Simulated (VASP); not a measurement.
Input of a VASP 6.6.1 run:

INCAR

```
PREC = Accurate
ENCUT = 520
EDIFF = 1E-8
ISMEAR = -1
SIGMA = 0.15
LREAL = F
LASPH = T
NELM = 100
ALGO = Normal
ISIF = 2
LWAVE = F
LCHARG = F
GGA = CA
NBANDS = 16
IBRION = 8
NSW = 1
```

The input KPOINTS:

```
regular mesh
0
Gamma
  14 14 14
```

The input POSCAR:

```
ZrS
1.0
    0.0000000000      2.5682617748      2.5682617748
    2.5682617748      0.0000000000      2.5682617748
    2.5682617748      2.5682617748      0.0000000000
Zr S
1 1
Direct
    0.0000000000      0.0000000000      0.0000000000
    0.5000000000      0.5000000000      0.5000000000
```

Potentials or basis: VASP PAW LDA potentials, release 64 (Zr_sv, S).

Launch:

```console
$ cat potpaw_LDA.64/Zr_sv/POTCAR potpaw_LDA.64/S/POTCAR > POTCAR
$ mpirun -np 1 vasp_std > vasp.out
```

(1) Estimate the highest phonon frequency at Γ, LO-TO splitting left out.

Results:

(1) 273 cm⁻¹.
